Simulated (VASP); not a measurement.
# Y3Si2F (P6mm) in VASP: further runs

Y3Si2F is run at these levels: PBE; tasks: single point, relaxation of cell and atoms.

All numbers are computed with VASP 6.6.1; they aren't measurements. Logs are shortened: lines on timing, memory, paths and dates and some standing lists are left out, and cuts for length are marked.

## Step 1: The cell of the first run

The structure is hexagonal, space group P6mm (No. 183). The conventional cell has a = 5.642 Å, b = 5.642 Å, c = 4.167 Å, α = 90.00°, β = 90.00°, γ = 120.00°. Y (site symmetry 2mm) has 4 Si at 2.64 to 2.65 Å and 4 Y at 2.82 Å and 2 F at 2.94 Å within 3.5 Å. Within 3.5 Å of Si (site symmetry 3m) lie 6 Y at 2.64 to 2.65 Å and 3 Si at 3.26 Å and 3 F at 3.49 Å. F (site symmetry 6mm) has 6 Y at 2.94 Å and 6 Si at 3.49 Å within 3.9 Å.

The cell was generated, and may not be a known phase.

## Step 2: Single point, PBE

INCAR reads:

```
PREC = Accurate
ENCUT = 520
EDIFF = 1E-7
ISMEAR = 0
SIGMA = 0.1
LREAL = F
LASPH = T
NELM = 100
ALGO = Normal
ISIF = 2
LWAVE = F
LCHARG = T
GGA = PE
LELF = T
LVHAR = T
NBANDS = 33
```

KPOINTS reads:

```
Automatic mesh
0
Gamma
  6 6 4
```

POSCAR reads:

```
Y3Si2F
1.0
    5.6424048500      0.0000000000      0.0000000000
   -2.8212024300      4.8864659400      0.0000000000
    0.0000000000      0.0000000000      4.1673764600
Y Si F
3 2 1
Direct
    0.0000000000      0.5000000000      0.9950230700
    0.5000000000      0.0000000000      0.9950230700
    0.5000000000      0.5000000000      0.9950230700
    0.6666666700      0.3333333300      0.4961477200
    0.3333333300      0.6666666700      0.4961477200
    0.0000000000      0.0000000000      0.1926302600
```

Potentials or basis: VASP PAW PBE potentials, release 64 (Y_sv, Si, F).

Run with:

```
$ cat potpaw_PBE.64/Y_sv/POTCAR potpaw_PBE.64/Si/POTCAR potpaw_PBE.64/F/POTCAR > POTCAR
$ mpirun -np 1 vasp_std > vasp.out
```

OUTCAR:

```text
PREC = Accurate
   ENCUT = 520
   EDIFF = 1E-7
   ISMEAR = 0
   LREAL = F
   LASPH = T
   NELM = 100
   ISIF = 2
   GGA = PE

 ion  position               nearest neighbor table
   1  0.000  0.500  0.995-   4 2.64   5 2.64   4 2.65   5 2.65   2 2.82   2 2.82   3 2.82   3 2.82
                             6 2.94   6 2.94
   2  0.500  0.000  0.995-   4 2.64   5 2.64   4 2.65   5 2.65   1 2.82   1 2.82   3 2.82   3 2.82
                             6 2.94   6 2.94
   3  0.500  0.500  0.995-   4 2.64   5 2.64   4 2.65   5 2.65   1 2.82   1 2.82   2 2.82   2 2.82
                             6 2.94   6 2.94
   4  0.667  0.333  0.496-   1 2.64   2 2.64   3 2.64   1 2.65   2 2.65   3 2.65
   5  0.333  0.667  0.496-   1 2.64   2 2.64   3 2.64   1 2.65   2 2.65   3 2.65
   6  0.000  0.000  0.193-   3 2.94   3 2.94   2 2.94   2 2.94   1 2.94   1 2.94

  LATTYP: Found a hexagonal cell.
 ALAT       =     5.6424048500
 C/A-ratio  =     0.7385816103

  Lattice vectors:

 A1 = (   5.6424048500,   0.0000000000,   0.0000000000)
 A2 = (  -2.8212024300,   4.8864659400,   0.0000000000)
 A3 = (   0.0000000000,   0.0000000000,   4.1673764600)

Analysis of symmetry for initial positions (statically):
=====================================================================
 Subroutine PRICEL returns:
 Original cell was already a primitive cell.

 Routine SETGRP: Setting up the symmetry group for a
 hexagonal supercell.

 Subroutine GETGRP returns: Found 12 space group operations
 (whereof 12 operations were pure point group operations)
 out of a pool of 24 trial point group operations.

The static configuration has the point symmetry C_6v.

Analysis of symmetry for dynamics (positions and initial velocities):
=====================================================================
 Subroutine PRICEL returns:
 Original cell was already a primitive cell.

 Routine SETGRP: Setting up the symmetry group for a
 hexagonal supercell.

 Subroutine GETGRP returns: Found 12 space group operations
 (whereof 12 operations were pure point group operations)
 out of a pool of 24 trial point group operations.

The dynamic configuration has the point symmetry C_6v.

 Subroutine INISYM returns: Found 12 space group operations
 (whereof 12 operations are pure point group operations),
 and found     1 'primitive' translations

----------------------------------------------------------------------------------------

                                     Primitive cell

  volume of cell :     114.9005

  direct lattice vectors                    reciprocal lattice vectors
     5.642404850  0.000000000  0.000000000     0.177229395  0.102323439  0.000000000
    -2.821202430  4.886465940  0.000000000     0.000000000  0.204646878  0.000000000
     0.000000000  0.000000000  4.167376460     0.000000000  0.000000000  0.239959123

  length of vectors
     5.642404850  5.642404854  4.167376460     0.204646878  0.204646878  0.239959123

  position of ions in fractional coordinates (direct lattice)
     0.000000000  0.500000000  0.995023070
     0.500000000  0.000000000  0.995023070
     0.500000000  0.500000000  0.995023070
     0.666666670  0.333333330  0.496147720
     0.333333330  0.666666670  0.496147720
     0.000000000  0.000000000  0.192630260

  ion indices of the primitive-cell ions
   primitive index   ion index
                 1           1
                 2           2
                 3           3
                 4           4
                 5           5
                 6           6

----------------------------------------------------------------------------------------

 KPOINTS: Automatic mesh

Automatic generation of k-mesh.
 Grid dimensions read from file:
 generate k-points for:    6    6    4

 Generating k-lattice:

  Cartesian coordinates                     Fractional coordinates (reciprocal lattice)
     0.029538233  0.017053907  0.000000000     0.166666667  0.000000000  0.000000000
     0.000000000  0.034107813  0.000000000     0.000000000  0.166666667  0.000000000
     0.000000000  0.000000000  0.059989781     0.000000000  0.000000000  0.250000000

  Length of vectors
     0.034107813  0.034107813  0.059989781

  Shift w.r.t. Gamma in fractional coordinates (k-lattice)
     0.000000000  0.000000000  0.000000000

 Subroutine IBZKPT returns following result:
 ===========================================

 Found     21 irreducible k-points:

 Following reciprocal coordinates:
            Coordinates               Weight
  0.000000  0.000000  0.000000      1.000000
  0.166667  0.000000  0.000000      6.000000
  0.333333  0.000000  0.000000      6.000000
  0.500000  0.000000  0.000000      3.000000
  0.166667  0.166667  0.000000      6.000000
  0.333333  0.166667  0.000000     12.000000
[... 13 lines left out ...]
  0.333333  0.166667  0.500000     12.000000
  0.333333  0.333333  0.500000      2.000000
   k-points           NKPTS =     21   k-points in BZ     NKDIM =     21   number of bands    NBANDS=     33
   number of dos      NEDOS =    301   number of ions     NIONS =      6
   total plane-waves  NPLWV =  56448
   dimension x,y,z NGX =    42 NGY =   42 NGZ =   32
   dimension x,y,z NGXF=    84 NGYF=   84 NGZF=   64
   ions per type =               3   2   1
   NGX,Y,Z   is equivalent  to a cutoff of  12.37, 12.37, 12.77 a.u.
   NGXF,Y,Z  is equivalent  to a cutoff of  24.75, 24.75, 25.53 a.u.
 SYSTEM =  unknown system
   PREC   = accura    normal or accurate (medium, high low for compatibility)
   ISTART =      0    job   : 0-new  1-cont  2-samecut
   ICHARG =      2    charge: 1-file 2-atom 10-const
   ISPIN  =      1    spin polarized calculation?
   LNONCOLLINEAR =      F non collinear calculations
   LSORBIT =      F    spin-orbit coupling
   LASPH  =      T    aspherical Exc in radial PAW
   ENCUT  =  520.0 eV  38.22 Ry    6.18 a.u.  10.49 10.49  7.75*2*pi/ulx,y,z
   NELM   =    100;   NELMIN=  2; NELMDL= -5     # of ELM steps
   EDIFF  = 0.1E-06   stopping-criterion for ELM
   LREAL  =      F    real-space projection
   EDIFFG = 0.1E-05   stopping-criterion for IOM
   NSW    =      0    number of steps for IOM
   IBRION =     -1    ionic relax: 0-MD 1-quasi-New 2-CG
   NFREE  =      0    steps in history (QN), initial steepest desc. (CG)
   ISIF   =      2    stress and relaxation
   ISYM   =      2    0-nonsym 1-usesym 2-fastsym
   POTIM  = 0.5000    time-step for ionic-motion
   TEBEG  =    0.0;   TEEND  =   0.0 temperature during run
   PSTRESS=    0.0 pullay stress
   NELECT =      48.0000    total number of electrons
   NUPDOWN=      -1.0000    fix difference up-down
   EMIN   =  10.00;   EMAX   =-10.00  energy-range for DOS
   EFERMI =   0.00;   METHOD = LEGACY
   ISMEAR =     0;   SIGMA  =   0.10  broadening in eV -4-tet -1-fermi 0-gaus
   EFERMI_NEDOS =   21; number of points for ismear=-14 and -15
   IALGO  =     38    algorithm
   IMIX   =      4    mixing-type and parameters
     AMIX     =   0.40;   BMIX     =  1.00
     AMIX_MAG =   1.60;   BMIX_MAG =  1.00
  volume/ion in A,a.u.               =      19.15       129.23
  Fermi-wavevector in a.u.,A,eV,Ry     =   1.223812  2.312669 20.377653  1.497715
  Thomas-Fermi vector in A             =   2.358909
   LORBIT       =      0    0 simple, 1 ext, 2 COOP (PROOUT), +10 PAW based schemes
   GGA     = PE    functional components
   LHFCALC =     F    Hartree Fock is set to
   AEXX    =    0.0000 exact exchange contribution
   IVDW    =     0    specifies the selected vdW correction
   LEPSILON=     F    determine dielectric tensor
   LRPA    =     F    only Hartree local field effects (RPA)
 non-spin polarized calculation
 Gauss-broadening in eV      SIGMA  =   0.10
  energy-cutoff  :      520.00
  volume of cell :      114.90
 maximum number of plane-waves:      3120
 NGX is ok and might be reduce to    42
   NGX = 21   NGY = 21   NGZ = 15

 number of electron      48.0000010 magnetization

 Free energy of the ion-electron system (eV)
  ---------------------------------------------------
  ext. energy  EPLUGINS =         0.00000000
  ---------------------------------------------------
  free energy    TOTEN  =       -30.43764562 eV

  energy without entropy =      -30.41792572  energy(sigma->0) =      -30.42778567

 E-fermi :   4.9798     XC(G=0): -10.2408

 val. band max:        4.9657105056   @ k =   0.1667   0.0000   0.0000
 cond. band min:       5.0336945348   @ k =   0.5000   0.0000   0.2500
 fundamental gap:      0.0679840292
 Fermi energy:         4.9798338265

 k-point     1 :       0.0000    0.0000    0.0000
  band No.  band energies     occupation
      1     -37.2378      2.00000
      2     -36.7431      2.00000
      3     -36.7431      2.00000
      4     -18.9857      2.00000
      5     -18.3135      2.00000
      6     -17.9322      2.00000
[... 25 lines left out ...]
     32      10.4396      0.00000
     33      10.6369      0.00000

 k-point     2 :       0.1667    0.0000    0.0000
  band No.  band energies     occupation
      1     -37.2102      2.00000
      2     -36.7741      2.00000
      3     -36.7434      2.00000
      4     -18.8526      2.00000
      5     -18.3694      2.00000
      6     -17.8511      2.00000
[... 25 lines left out ...]
     32       9.9357      0.00000
     33      10.3809      0.00000
[... 646 lines left out ...]
     32       8.2267      0.00000
     33       8.4972      0.00000

 k-point    21 :       0.3333    0.3333    0.5000
  band No.  band energies     occupation
      1     -36.9927      2.00000
      2     -36.9927      2.00000
      3     -36.7412      2.00000
      4     -18.4546      2.00000
      5     -17.8868      2.00000
      6     -17.8868      2.00000
[... 25 lines left out ...]
     32       8.2181      0.00000
     33       8.2183      0.00000

------------------------ aborting loop because EDIFF is reached ----------------------------------------

  FORCE on cell =-STRESS in cart. coord.  units (eV):
  Direction    XX          YY          ZZ          XY          YZ          ZX
  --------------------------------------------------------------------------------------
  -------------------------------------------------------------------------------------
  Total       22.1524712     22.1524712     20.5843619     -0.0000000      0.0000000     -0.0000000
  in kB      308.8950219    308.8950220    287.0292370     -0.0000003      0.0000000     -0.0000000
  external PRESSURE =     301.6064270 kB  Pullay stress =       0.0000000 kB

 VOLUME and BASIS-vectors are now :
 -----------------------------------------------------------------------------
  energy-cutoff  :      520.00
  volume of cell :      114.90
      direct lattice vectors                 reciprocal lattice vectors
     5.642404850  0.000000000  0.000000000     0.177229395  0.102323439  0.000000000
    -2.821202430  4.886465940  0.000000000     0.000000000  0.204646878  0.000000000
     0.000000000  0.000000000  4.167376460     0.000000000  0.000000000  0.239959123

 POSITION                                       TOTAL-FORCE (eV/Angst)
 -----------------------------------------------------------------------------------
     -1.41060      2.44323      4.14664         0.000000     -0.000000      0.486138
      2.82120      0.00000      4.14664         0.000000      0.000000      0.486138
      1.41060      2.44323      4.14664         0.000000     -0.000000      0.486138
      2.82120      1.62882      2.06763        -0.000000     -0.000000      0.202504
     -0.00000      3.25764      2.06763        -0.000000     -0.000000      0.202504
      0.00000      0.00000      0.80276         0.000000     -0.000000     -1.863421
 -----------------------------------------------------------------------------------
    total drift:                               -0.000000     -0.000000      0.000170

  FREE ENERGIE OF THE ION-ELECTRON SYSTEM (eV)
  ---------------------------------------------------
  free  energy   TOTEN  =       -30.4376456214 eV

  energy  without entropy=      -30.4179257220  energy(sigma->0) =      -30.42778567
```

Wall time 2.8 min (1 thread of Intel Xeon Platinum 8259CL at 2.50GHz (Skylake/Cascade Lake), shared host); peak memory 0.27 GiB.

Results:

```
Free energy            : -30.4376 eV
Pressure               : 30.2 GPa
Largest force          : 1.863 eV/Å
Band gap on the k mesh : zero (bands 24 and 25 overlap by 1.26 eV)
```

Forces in eV/Å, atoms in the order of the input:
```
Y    0.000  0.000  0.486
Y    0.000  0.000  0.486
Y    0.000  0.000  0.486
Si   0.000  0.000  0.203
Si   0.000  0.000  0.203
F    0.000  0.000 -1.863
```

Stress tensor (GPa, compression positive):
```
30.89  0.00  0.00
 0.00 30.89  0.00
 0.00  0.00 28.70
```

Levels at points of the mesh, in eV from the Fermi level:
```
           k point  band 22  band 23  band 24  band 25  band 26  band 27
(0.00, 0.00, 0.00)    -2.45    -0.27    -0.27    -0.14     0.66     0.66
(0.50, 0.00, 0.00)    -1.48    -0.95    -0.29     0.96     1.12     1.84
(0.00, 0.00, 0.50)    -0.72    -0.72    -0.58    -0.58     0.10     1.02
(0.50, 0.00, 0.50)    -1.01    -0.28    -0.15     0.29     1.84     2.02
```

Caveat: the k points lie up to 0.38 Å⁻¹ apart, too coarse for converged energies and pressures of a metal; forces of over 1 eV/Å act on the atoms, so gaps and moduli don't describe the material at rest.

[end of part 1 of 2]

The gap in the log of VASP goes by the Fermi energy; the results here count the filled bands.